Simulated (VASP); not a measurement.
Wanted: the native input for a VASP 6.6.1 run.

```
Task                   : single point
Functional             : PBEsol
Potentials or basis    : VASP PAW PBE potentials, release 64 (Hf_pv)
Cutoff                 : 520 eV
k mesh                 : 18 × 18 × 18
Occupations            : gaussian, width 0.15 eV
Spin                   : no spin polarisation
Dipole correction      : no
Further INCAR settings : ALGO = Normal; EDIFF = 1e-06; NBANDS = 11
```

The structure of Hf lies in POSCAR:

```
Hf
1.0
   -1.8320750000      1.8320750000      1.7508500000
    1.8320750000     -1.8320750000      1.7508500000
    1.8320750000      1.8320750000     -1.7508500000
Hf
1
Direct
    0.0000000000      0.0000000000      0.0000000000
```

This cell differs from its parent crystal: strain +0.015 along x and y, -0.030 along z.

One way to write it, as run:

INCAR

```
PREC = Accurate
ENCUT = 520
EDIFF = 1E-6
ISMEAR = 0
SIGMA = 0.15
LREAL = False
LASPH = True
NELM = 60
ALGO = Normal
ISIF = 2
LWAVE = False
LCHARG = False
GGA = PS
NBANDS = 11
```

KPOINTS

```
regular mesh
0
Gamma
  18 18 18
```

Potentials or basis: VASP PAW PBE potentials, release 64 (Hf_pv).

Launch:

```console
$ cat potpaw_PBE.64/Hf_pv/POTCAR > POTCAR
$ mpirun -np 1 vasp_std > vasp.out
```

Results of the run:

```
Pressure               : -9.2 GPa
Band gap on the k mesh : zero (band 5 reaches 5.47 eV, above the bottom of band 6 at 3.48 eV)
```

Caveat: the cell differs from its parent crystal (strain +0.015 along x and y, -0.030 along z); the PAW data sets were made with another functional, which shifts forces and pressure a little; spin-orbit coupling is left out, which moves the levels of the heavy elements.

Wall time 49 s on 1 thread of AMD EPYC 9R45 96-Core Processor (Zen 5), with other jobs on the host, peak memory 0.21 GiB.
